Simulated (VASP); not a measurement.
Sn3GeP:

```
Sn Ge P
1.0
     5.09323    0.00000    0.00000
     0.00000    5.09323    0.00000
     0.00000    0.00000    5.09323
Sn Ge P
3 1 1
Direct
  0.00000 0.50000 0.50000
  0.50000 0.00000 0.50000
  0.50000 0.50000 0.00000
  0.50000 0.50000 0.50000
  0.00000 0.00000 0.00000
```

The cell was generated, and may not be a known phase.

* Program: VASP 6.6.1
* Task: relaxation of cell and atoms
* Functional: PBE
* Potentials or basis: VASP PAW PBE potentials, release 64 (Sn_d, Ge_d, P)
* Cutoff: 600 eV
* k mesh: 3 × 3 × 3
* Occupations: gaussian, width 0.2 eV
* Spin: no spin polarisation

At the start: pressure 7.8 GPa; volume 26.42 Å³/atom.

Q: Where does the relaxation end?

A: Over 3 steps the energy falls by 97.6 meV/atom and the volume is 31.06 Å³/atom (+17.5 %); space group Pm-3m (No. 221, to 0.1 Å) before and after.

The path:
| step | energy change (eV) | largest force (eV/Å) | pressure (GPa) | volume (Å³) |
| --- | --- | --- | --- | --- |
| 1 | 0.0000 | 0.0000 | 7.80 | 132.12 |
| 2 | -0.4826 | 0.0000 | -0.57 | 158.28 |
| 3 | -0.4879 | 0.0000 | 0.02 | 155.29 |

Final structure:
```xyz
5
Lattice="5.3750 0.0000 0.0000 0.0000 5.3750 0.0000 0.0000 0.0000 5.3750" Properties=species:S:1:pos:R:3 pbc="T T T"
Sn    0.0000    2.6875    2.6875
Sn    2.6875    0.0000    2.6875
Sn    2.6875    2.6875    0.0000
Ge    2.6875    2.6875    2.6875
P     0.0000    0.0000    0.0000
```

Caveat: the k points lie up to 0.39 Å⁻¹ apart in the final cell, too coarse for converged energies and pressures of a metal; the volume moved by over 15 % at a fixed basis, so the end points are rough.
